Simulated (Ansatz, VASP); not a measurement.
**I: VASP beside Ansatz**

```
CELL_PARAMETERS angstrom
0.00000 3.71627 3.71627
3.71627 0.00000 3.71627
3.71627 3.71627 0.00000
ATOMIC_POSITIONS crystal
I 0.87500 0.87500 0.87500
I 0.12500 0.12500 0.12500
```

Change from the starting cell: volume scaled by 0.84, PAW files.

Alike in both runs: task single point; functional PBE; k mesh 10 × 10 × 10; occupations fermi-dirac, width 0.1 eV; no spin polarisation.

|  | VASP | Ansatz |
| --- | --- | --- |
| version | VASP 6.6.1 | Ansatz 0.2.0 |
| potentials or method | VASP PAW PBE potentials, release 64 (I) | PAW with Ansatz's default frozen-core files, scalar-relativistic |
| plane-wave cutoff (eV) | 520 | 420 |
| valence electrons in the cell | 14 | 34 |

```tsv
	VASP	Ansatz	Ansatz less VASP
pressure (GPa)	2.8	2.8	+0.02
```

VASP's potentials hold 14 valence electrons a cell and Ansatz's 34, so a difference there can come from the potentials and not from the codes.

Neither program's run includes spin-orbit coupling.
